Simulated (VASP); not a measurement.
# La2O3 (P-3m1) in VASP: relaxation of cell and atoms with r2SCAN

Aim: the relaxation of cell and atoms of La2O3 with r2SCAN.

Everything below comes from runs of VASP 6.6.1. Logs are shortened: lines on timing, memory, paths and dates and some standing lists are left out, and cuts for length are marked.

## 1. The cell of the first run

It takes space group P-3m1 (No. 164, trigonal). The conventional cell has a = 3.940 Å, b = 3.940 Å, c = 6.187 Å, α = 90.00°, β = 90.00°, γ = 120.00°. La (site symmetry 3m) has 7 O at 2.37 to 2.74 Å within 3.1 Å. O (site symmetry 3m) has 4 La at 2.37 to 2.46 Å and 6 O at 2.90 to 3.16 Å within 3.2 Å. Within 3.6 Å of O (site symmetry -3m) lie 6 La at 2.74 Å and 6 O at 3.16 Å.

## 2. Relaxation of cell and atoms, r2SCAN

POSCAR reads:

```
La2O3
1.0
    3.9404478386      0.0000000000      0.0000000000
   -1.9702239193      3.4125279305      0.0000000000
    0.0000000000      0.0000000000      6.1873564148
La O
2 3
Direct
    0.6666666667      0.3333333333      0.7526274787
    0.3333333333      0.6666666667      0.2473725213
    0.6666666667      0.3333333333      0.3546952471
    0.3333333333      0.6666666667      0.6453047529
    0.0000000000      0.0000000000      0.0000000000
```

INCAR.step1 reads:

```
  ALGO = Normal
  EDIFF = 1E-4
  ENCUT = 600
  GGA = PE
  ISMEAR = -1
  LASPH = True
  LCHARG = False
  LREAL = False
  LWAVE = True
  NELM = 100
  PREC = Accurate
  SIGMA = 0.02
```

INCAR.step2 reads:

```
  ALGO = Normal
  EDIFF = 1E-6
  EDIFFG = -0.005
  ENCUT = 600
  IBRION = 2
  ISIF = 3
  ISMEAR = -1
  ISTART = 1
  LASPH = True
  LCHARG = False
  LMIXTAU = True
  LREAL = False
  LWAVE = False
  METAGGA = R2SCAN
  NELM = 100
  NSW = 80
  PREC = Accurate
  SIGMA = 0.02
```

KPOINTS reads:

```
k-points
0
Gamma
  6 6 4
```

Potentials or basis: VASP PAW PBE potentials, release 64 (La, O).

The run is started by

```console
cat potpaw_PBE.64/La/POTCAR potpaw_PBE.64/O/POTCAR > POTCAR
cp INCAR.step1 INCAR
mpirun -np 1 vasp_std > vasp.out
cp INCAR.step2 INCAR
mpirun -np 1 vasp_std > vasp.out
```

OUTCAR:

```text
EDIFF = 1E-6
   EDIFFG = -0.005
   ENCUT = 600
   IBRION = 2
   ISIF = 3
   ISMEAR = -1
   ISTART = 1
   LASPH = True
   LREAL = False
   METAGGA = R2SCAN
   NELM = 100
   NSW = 80
   PREC = Accurate

 ion  position               nearest neighbor table
   1  0.667  0.333  0.753-   4 2.37   4 2.37   4 2.37   3 2.46   5 2.74   5 2.74   5 2.74
   2  0.333  0.667  0.247-   3 2.37   3 2.37   3 2.37   4 2.46   5 2.74   5 2.74   5 2.74
   3  0.667  0.333  0.355-   2 2.37   2 2.37   2 2.37   1 2.46
   4  0.333  0.667  0.645-   1 2.37   1 2.37   1 2.37   2 2.46
   5  0.000  0.000  0.000-   1 2.74   2 2.74   2 2.74   1 2.74   1 2.74   2 2.74

  LATTYP: Found a hexagonal cell.
 ALAT       =     3.9404478386
 C/A-ratio  =     1.5702165511

  Lattice vectors:

 A1 = (   3.9404478386,   0.0000000000,   0.0000000000)
 A2 = (  -1.9702239193,   3.4125279305,   0.0000000000)
 A3 = (   0.0000000000,   0.0000000000,   6.1873564148)

Analysis of symmetry for initial positions (statically):
=====================================================================
 Subroutine PRICEL returns:
 Original cell was already a primitive cell.

 Routine SETGRP: Setting up the symmetry group for a
 hexagonal supercell.

 Subroutine GETGRP returns: Found 12 space group operations
 (whereof 12 operations were pure point group operations)
 out of a pool of 24 trial point group operations.

The static configuration has the point symmetry D_3d.

Analysis of symmetry for dynamics (positions and initial velocities):
=====================================================================
 Subroutine PRICEL returns:
 Original cell was already a primitive cell.

 Routine SETGRP: Setting up the symmetry group for a
 hexagonal supercell.

 Subroutine GETGRP returns: Found 12 space group operations
 (whereof 12 operations were pure point group operations)
 out of a pool of 24 trial point group operations.

The dynamic configuration has the point symmetry D_3d.

 Subroutine INISYM returns: Found 12 space group operations
 (whereof 12 operations are pure point group operations),
 and found     1 'primitive' translations

----------------------------------------------------------------------------------------

                                     Primitive cell

  volume of cell :      83.2007

  direct lattice vectors                    reciprocal lattice vectors
     3.940447839  0.000000000  0.000000000     0.253778261  0.146518947  0.000000000
    -1.970223919  3.412527931  0.000000000     0.000000000  0.293037895  0.000000000
     0.000000000  0.000000000  6.187356415     0.000000000  0.000000000  0.161619912

  length of vectors
     3.940447839  3.940447839  6.187356415     0.293037895  0.293037895  0.161619912

  position of ions in fractional coordinates (direct lattice)
     0.666666667  0.333333333  0.752627479
     0.333333333  0.666666667  0.247372521
     0.666666667  0.333333333  0.354695247
     0.333333333  0.666666667  0.645304753
     0.000000000  0.000000000  0.000000000

  ion indices of the primitive-cell ions
   primitive index   ion index
                 1           1
                 2           2
                 3           3
                 4           4
                 5           5

----------------------------------------------------------------------------------------

 KPOINTS: k-points

Automatic generation of k-mesh.
 Grid dimensions read from file:
 generate k-points for:    6    6    4

 Generating k-lattice:

  Cartesian coordinates                     Fractional coordinates (reciprocal lattice)
     0.042296377  0.024419825  0.000000000     0.166666667  0.000000000  0.000000000
     0.000000000  0.048839649  0.000000000     0.000000000  0.166666667  0.000000000
     0.000000000  0.000000000  0.040404978     0.000000000  0.000000000  0.250000000

  Length of vectors
     0.048839649  0.048839649  0.040404978

  Shift w.r.t. Gamma in fractional coordinates (k-lattice)
     0.000000000  0.000000000  0.000000000

 Subroutine IBZKPT returns following result:
 ===========================================

 Found     24 irreducible k-points:

 Following reciprocal coordinates:
            Coordinates               Weight
  0.000000  0.000000  0.000000      1.000000
  0.166667 -0.000000  0.000000      6.000000
  0.333333 -0.000000  0.000000      6.000000
  0.500000  0.000000  0.000000      3.000000
  0.166667  0.166667  0.000000      6.000000
  0.333333  0.166667  0.000000     12.000000
[... 16 lines left out ...]
  0.333333  0.166667  0.500000     12.000000
  0.333333  0.333333  0.500000      2.000000
   k-points           NKPTS =     24   k-points in BZ     NKDIM =     24   number of bands    NBANDS=     24
   number of dos      NEDOS =    301   number of ions     NIONS =      5
   total plane-waves  NPLWV =  51200
   dimension x,y,z NGX =    32 NGY =   32 NGZ =   50
   dimension x,y,z NGXF=    64 NGYF=   64 NGZF=  100
   ions per type =               2   3
   NGX,Y,Z   is equivalent  to a cutoff of  13.50, 13.50, 13.43 a.u.
   NGXF,Y,Z  is equivalent  to a cutoff of  27.00, 27.00, 26.87 a.u.
 SYSTEM =  unknown system
   PREC   = accura    normal or accurate (medium, high low for compatibility)
   ISTART =      1    job   : 0-new  1-cont  2-samecut
   ICHARG =      0    charge: 1-file 2-atom 10-const
   ISPIN  =      1    spin polarized calculation?
   LNONCOLLINEAR =      F non collinear calculations
   LSORBIT =      F    spin-orbit coupling
   LASPH  =      T    aspherical Exc in radial PAW
   ENCUT  =  600.0 eV  44.10 Ry    6.64 a.u.   7.87  7.87 12.36*2*pi/ulx,y,z
   NELM   =    100;   NELMIN=  2; NELMDL=  0     # of ELM steps
   EDIFF  = 0.1E-05   stopping-criterion for ELM
   LREAL  =      F    real-space projection
   EDIFFG = -.5E-02   stopping-criterion for IOM
   NSW    =     80    number of steps for IOM
   IBRION =      2    ionic relax: 0-MD 1-quasi-New 2-CG
   NFREE  =      1    steps in history (QN), initial steepest desc. (CG)
   ISIF   =      3    stress and relaxation
   ISYM   =      2    0-nonsym 1-usesym 2-fastsym
   POTIM  = 0.5000    time-step for ionic-motion
   TEBEG  =    0.0;   TEEND  =   0.0 temperature during run
   PSTRESS=    0.0 pullay stress
   NELECT =      40.0000    total number of electrons
   NUPDOWN=      -1.0000    fix difference up-down
   EMIN   =  10.00;   EMAX   =-10.00  energy-range for DOS
   EFERMI =   0.00;   METHOD = LEGACY
   ISMEAR =    -1;   SIGMA  =   0.02  broadening in eV -4-tet -1-fermi 0-gaus
   EFERMI_NEDOS =   21; number of points for ismear=-14 and -15
   IALGO  =     38    algorithm
   IMIX   =      4    mixing-type and parameters
     AMIX     =   0.40;   BMIX     =  1.00
     AMIX_MAG =   1.60;   BMIX_MAG =  1.00
  volume/ion in A,a.u.               =      16.64       112.29
  Fermi-wavevector in a.u.,A,eV,Ry     =   1.282486  2.423546 22.378447  1.644769
  Thomas-Fermi vector in A             =   2.414794
   LORBIT       =      0    0 simple, 1 ext, 2 COOP (PROOUT), +10 PAW based schemes
   METAGGA = R2SCAN    functional components
   LHFCALC =     F    Hartree Fock is set to
   AEXX    =    0.0000 exact exchange contribution
   IVDW    =     0    specifies the selected vdW correction
   LEPSILON=     F    determine dielectric tensor
   LRPA    =     F    only Hartree local field effects (RPA)
 conjugate gradient relaxation of ions
 non-spin polarized calculation
  energy-cutoff  :      600.00
  volume of cell :       83.20
 maximum number of plane-waves:      2804
   NGX = 15   NGY = 15   NGZ = 25

--------------------------------------- Ionic step        1  -------------------------------------------

 number of electron      40.0000000 magnetization

 Free energy of the ion-electron system (eV)
  ---------------------------------------------------
  ext. energy  EPLUGINS =         0.00000000
  ---------------------------------------------------
  free energy    TOTEN  =       -96.06121590 eV

  energy without entropy =      -96.06121590  energy(sigma->0) =      -96.06121590

------------------------ aborting loop because EDIFF is reached ----------------------------------------

  FORCE on cell =-STRESS in cart. coord.  units (eV):
  Direction    XX          YY          ZZ          XY          YZ          ZX
  --------------------------------------------------------------------------------------
  -------------------------------------------------------------------------------------
  Total       -0.9649811     -0.9649811     -1.0382376      0.0000000      0.0000000      0.0000000
  in kB      -18.5824285    -18.5824285    -19.9931123      0.0000000      0.0000000      0.0000000
  external PRESSURE =     -19.0526564 kB  Pullay stress =       0.0000000 kB
[... 98 lines left out ...]
  FREE ENERGIE OF THE ION-ELECTRON SYSTEM (eV)
  ---------------------------------------------------
  free  energy   TOTEN  =       -96.0680511258 eV

  energy  without entropy=      -96.0680511258  energy(sigma->0) =      -96.06805113

[... ionic steps 4 to 8 ...]

--------------------------------------- Ionic step        9  -------------------------------------------

 number of electron      39.9999999 magnetization

------------------------ aborting loop because EDIFF is reached ----------------------------------------

  FORCE on cell =-STRESS in cart. coord.  units (eV):
  Direction    XX          YY          ZZ          XY          YZ          ZX
  --------------------------------------------------------------------------------------
  -------------------------------------------------------------------------------------
  Total        0.0532715      0.0532715      0.0783303     -0.0000000      0.0000000     -0.0000000
  in kB        1.0442554      1.0442554      1.5354717     -0.0000000      0.0000000     -0.0000000
  external PRESSURE =       1.2079942 kB  Pullay stress =       0.0000000 kB
[... 63 lines left out ...]
  energy  without entropy=      -96.0696974585  energy(sigma->0) =      -96.06969746

--------------------------------------- Ionic step       11  -------------------------------------------

 number of electron      39.9999999 magnetization

 Free energy of the ion-electron system (eV)
  ---------------------------------------------------
  ext. energy  EPLUGINS =         0.00000000
  ---------------------------------------------------
  free energy    TOTEN  =       -96.06973157 eV

  energy without entropy =      -96.06973157  energy(sigma->0) =      -96.06973157

 E-fermi :   6.1762     XC(G=0): -11.1016

 val. band max:        5.7203522001   @ k =   0.5000   0.0000   0.5000
 cond. band min:       9.9642929264   @ k =   0.3333   0.3333   0.0000
 fundamental gap:      4.2439407263
 Fermi energy:         6.1761878691

 k-point     1 :       0.0000    0.0000    0.0000
  band No.  band energies     occupation
      1     -25.0092      2.00000
      2     -24.7532      2.00000
      3     -12.1001      2.00000
      4     -10.9743      2.00000
      5     -10.4646      2.00000
      6      -8.0013      2.00000
[... 669 lines left out ...]
  FREE ENERGIE OF THE ION-ELECTRON SYSTEM (eV)
  ---------------------------------------------------
  free  energy   TOTEN  =       -96.0697315710 eV

  energy  without entropy=      -96.0697315710  energy(sigma->0) =      -96.06973157

 reached required accuracy - stopping structural energy minimisation
```

Wall time 45 min (1 thread of Oxide Virtual Turin-like, shared host); peak memory 0.25 GiB.

What came out:

```
Free energy                           : -96.0697 eV
Relaxed volume                        : 16.36 Å³/atom
Relaxed cell                          : a = 3.930 Å, b = 3.930 Å, c = 6.114 Å, α = 90.00°, β = 90.00°, γ = 120.00°
Space group after relaxing (to 0.1 Å) : P-3m1 (No. 164)
Energy gained by relaxing             : 1.7 meV/atom
Ionic steps                           : 11
Pressure after relaxing               : 0.0 GPa
Largest force after relaxing          : 0.004 eV/Å
Band gap on the k mesh                : 4.24 eV (least direct gap 4.36 eV)
```

Forces on the atoms (eV/Å):
```
La   0.000  0.000 -0.004
La   0.000  0.000  0.004
O    0.000  0.000 -0.003
O    0.000  0.000  0.003
O    0.000  0.000  0.000
```

Step by step:
| step | energy change (eV) | largest force (eV/Å) | pressure (GPa) | volume (Å³) |
| --- | --- | --- | --- | --- |
| 1 | 0.0000 | 0.0051 | -1.91 | 83.20 |
| 2 | 0.0009 | 0.2274 | 2.14 | 80.84 |
| 3 | -0.0068 | 0.1090 | -0.02 | 82.05 |
| 4 | -0.0069 | 0.1091 | 0.03 | 82.03 |
| 5 | -0.0079 | 0.0205 | 0.04 | 81.90 |
| 6 | -0.0080 | 0.0383 | 0.04 | 81.84 |
| 7 | -0.0083 | 0.0305 | -0.03 | 81.86 |
| 8 | -0.0084 | 0.0206 | -0.10 | 81.87 |
| 9 | -0.0085 | 0.0222 | 0.12 | 81.73 |
| 10 | -0.0085 | 0.0161 | 0.05 | 81.78 |
| 11 | -0.0085 | 0.0038 | 0.01 | 81.79 |

Final structure:
```xyz
5
Lattice="3.9302 0.0000 0.0000 -1.9651 3.4037 0.0000 0.0000 0.0000 6.1143" Properties=species:S:1:pos:R:3 pbc="T T T"
La    1.9651    1.1346    4.6099
La    0.0000    2.2691    1.5044
O     1.9651    1.1346    2.1634
O     0.0000    2.2691    3.9509
O     1.9651    3.4037    0.0000
```

Caveat: the PAW data sets were made with another functional, which shifts forces and pressure a little; spin-orbit coupling is left out, which moves the levels of the heavy elements. A k mesh can miss the band edges.
